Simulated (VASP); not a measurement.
Set up this calculation in VASP 6.6.1, as the native input.

* Task: single point
* Functional: PBE
* Dispersion: D3(BJ)
* Potentials or basis: VASP PAW PBE potentials, release 64 (H, C, F)
* Cutoff: 520 eV
* k mesh: 3 × 3 × 1
* Occupations: gaussian, width 0.05 eV
* Spin: no spin polarisation
* Dipole correction: no
* Further INCAR settings: LREAL = Auto; ALGO = Normal; EDIFF = 1e-07; NBANDS = 55

The structure of H5C16F lies in POSCAR:

```
H5C16F
1.0
    5.0487420000      0.0000000000      0.0000000000
    2.5243710000      4.3723390000      0.0000000000
    0.0000000000      0.0000000000     16.6764260000
H C F
5 16 1
Direct
    0.1666667848      0.1666666285      0.0599648870
    0.6666667848      0.1666666285      0.0599648870
    0.1666666285      0.6666667429      0.0599648870
    0.6666666285      0.6666667429      0.0599648870
    0.0366357959      0.5294841045      0.3546992023
    0.1666667848      0.1666666285      0.1259262626
    0.6666667848      0.1666666285      0.1259262626
    0.1666666285      0.6666667429      0.1259262626
    0.6666666285      0.6666667429      0.1259262626
   -0.1666666285      0.3333332571      0.1568252694
    0.3333333715      0.3333332571      0.1568252694
   -0.1666667848      0.8333333715      0.1568252694
    0.3333332152      0.8333333715      0.1568252694
   -0.1657883074      0.3342220262      0.2564659838
    0.3330052445      0.3331754468      0.2540724853
   -0.1666050134      0.8330129480      0.2546103704
    0.3338531798      0.8337793570      0.2574438312
    0.0001248890     -0.0005116255      0.2718768398
    0.5010094053      0.0005374698      0.2726964998
    0.0015185140      0.5010560709      0.2846988917
    0.4993453140      0.4999662652      0.2722233169
    0.1754332506      0.6415902335      0.4104092208
```

The input as run:

INCAR

```
SYSTEM = H5C16F
PREC = Accurate ; ENCUT = 520
EDIFF = 1E-7 ; ISMEAR = 0
SIGMA = 0.05 ; LREAL = Auto
LASPH = .True. ; NELM = 80
ALGO = Normal ; ISIF = 2
LWAVE = .False. ; LCHARG = .True.
GGA = PE ; IVDW = 12
LELF = .True. ; LVHAR = .True.
NBANDS = 55
```

KPOINTS

```
regular mesh
0
Gamma
  3 3 1
  0 0 0
```

Potentials or basis: VASP PAW PBE potentials, release 64 (H, C, F).

Launch:

```bash
$ cat potpaw_PBE.64/H/POTCAR potpaw_PBE.64/C/POTCAR potpaw_PBE.64/F/POTCAR > POTCAR
$ mpirun -np 1 vasp_std > vasp.out
```

Results of the run:

The largest force is 1.655 eV/Å, the band gap on the k mesh is zero (bands 38 and 39 overlap by 0.10 eV) and the dispersion energy per atom is -0.107 eV.

Caveat: the k points lie up to 0.48 Å⁻¹ apart.

Run time: 3 min on 1 thread of AMD EPYC 9R45 96-Core Processor (Zen 5) (shared host), peak memory 0.46 GiB.
